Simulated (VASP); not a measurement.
Crystal: KBr.

```xyz
2
Lattice="0.0000 3.3861 3.2822 3.3861 0.0000 3.2822 3.3861 3.3861 0.0000" Properties=species:S:1:pos:R:3 pbc="T T T"
K     0.0000    0.0000    0.0000
Br    3.3861    3.3861    3.2822
```

This cell differs from its parent crystal: epitaxial xy strain +2.5%.

Base run:

* Program: VASP 6.6.1
* Functional: r2SCAN
* Potentials or basis: VASP PAW PBE potentials, release 64 (K_sv, Br)
* Cutoff: 520 eV
* k mesh: 6 × 6 × 6
* Occupations: gaussian, width 0.01 eV
* Spin: no spin polarisation

Its results: band gap on the k mesh 4.94 eV; pressure -0.6 GPa.

Task: The run is repeated on the same cell with these changes: functional from r2SCAN to HSE06; k mesh from 6 × 6 × 6 to 4 × 4 × 4. What comes out?

Result: Band gap on the k mesh 5.46 eV; pressure -0.2 GPa.

Several settings changed at once.

Caveats: the PAW data sets were made with another functional, which shifts forces and pressure a little.

